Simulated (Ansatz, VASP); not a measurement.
One calculation of HfN, two programs

```xyz
2
Lattice="0.0000 2.4548 2.3935 2.4548 0.0000 2.3935 2.4548 2.4548 0.0000" Properties=species:S:1:pos:R:3 pbc="T T T"
Hf    0.0000    0.0000    0.0000
N     3.6822    3.6822    3.5902
```

Change from the starting cell: strain +0.000 along x and y, -0.025 along z, atoms carried along.

Alike in both runs: task single point; functional PBEsol; k mesh 16 × 16 × 16; occupations gaussian, width 0.15 eV; no spin polarisation.

|  | VASP | Ansatz |
| --- | --- | --- |
| version | VASP 6.6.1 | Ansatz 0.2.0 |
| potentials or method | VASP PAW PBE potentials, release 64 (Hf_pv, N), cutoff 520 eV | scalar-relativistic, plane waves, PAW |
| valence electrons in the cell | 15 | 31 |

Ansatz gave:

```
gap on the k mesh at the Fermi level (eV)                     : none
pressure (GPa)                                                : -0.2
traceless stress, the component that is largest in VASP (GPa) : 2.46
```

Estimate VASP's values.

gap on the k mesh at the Fermi level (eV): none; pressure (GPa): -1.0; traceless stress, the component that is largest in VASP (GPa): 2.45.

VASP's potentials were made for PBE, not for PBEsol. A gap of «none» marks a metal or a gap that the smearing closes. VASP's potentials hold 15 valence electrons a cell and Ansatz's 31, so a difference there can come from the potentials and not from the codes.

Neither program's run includes spin-orbit coupling.
